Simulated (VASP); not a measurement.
Here is a VASP 6.6.1 calculation.

File INCAR:

```
PREC = Accurate
ENCUT = 500
EDIFF = 1E-6
ISMEAR = 0
SIGMA = 0.1
LREAL = F
LASPH = T
NELM = 120
ALGO = Normal
ISIF = 2
LWAVE = F
LCHARG = F
GGA = PE
NBANDS = 27
GGA_COMPAT = F
```

File KPOINTS:

```
regular mesh
0
Gamma
  10 10 10
```

POSCAR

```
HfSi2
1.0
    1.8413190543     -7.2964455533      0.0000000000
    1.8413190543      7.2964455533      0.0000000000
    0.0000000000      0.0000000000      3.6590708251
Hf Si
2 4
Direct
    0.6054711517      0.3945288483      0.2500000000
    0.3945288483      0.6054711517      0.7500000000
    0.9457630242      0.0542369758      0.2500000000
    0.0542369758      0.9457630242      0.7500000000
    0.2497015884      0.7502984116      0.2500000000
    0.7502984116      0.2497015884      0.7500000000
```

Potentials or basis: VASP PAW PBE potentials, release 64 (Hf_pv, Si).

Command:

```console
$ cat potpaw_PBE.64/Hf_pv/POTCAR potpaw_PBE.64/Si/POTCAR > POTCAR
$ mpirun -np 1 vasp_std > vasp.out
```

Q: Predict the largest force.

A: 0.018 eV/Å.

Q: What does it give for the band gap on the k mesh?

A: Zero (band 18 reaches 8.82 eV, above the bottom of band 19 at 7.91 eV).

Forces on the atoms (eV/Å):
```
Hf   0.000  0.005  0.000
Hf   0.000 -0.005  0.000
Si   0.000 -0.018  0.000
Si   0.000  0.018  0.000
Si   0.000  0.000  0.000
Si   0.000  0.000  0.000
```

Caveat: spin-orbit coupling is left out, which moves the levels of the heavy elements.
